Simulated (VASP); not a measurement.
Input of a VASP 6.6.1 run:

Contents of INCAR:

```
SYSTEM = Al
ALGO = Normal ; EDIFF = 1E-7
ENCUT = 520 ; GGA = PE
ISIF = 2 ; ISMEAR = -1
LASPH = .TRUE. ; LCHARG = .TRUE.
LELF = .TRUE. ; LREAL = .FALSE.
LVHAR = .TRUE. ; LWAVE = .FALSE.
NBANDS = 10 ; NELM = 80
PREC = Accurate ; SIGMA = 0.05
```

Contents of KPOINTS:

```
k-points
0
G
  7 7 10
  0 0 0
```

POSCAR

```
Al
1.0
    4.4308952612      0.0000000000      0.0000000000
   -2.2154476306      3.8372681501      0.0000000000
    0.0000000000      0.0000000000      2.6858035974
Al
2
Direct
    0.3333300000      0.6666700000      0.0000000000
    0.6666700000      0.3333300000      0.0000000000
```

Potentials or basis: VASP PAW PBE potentials, release 64 (Al).

Run with:

```console
$ cat potpaw_PBE.64/Al/POTCAR > POTCAR
$ mpirun -np 1 vasp_std > vasp.out
```

Question: Estimate the band gap on the k mesh.

Answer: Zero (band 3 reaches 7.08 eV, above the bottom of band 4 at 3.45 eV).

Question: Predict the pressure.

Answer: 3.9 GPa.

Stress tensor (GPa, compression positive):
```
4.29 0.00 0.00
0.00 4.30 0.00
0.00 0.00 3.14
```
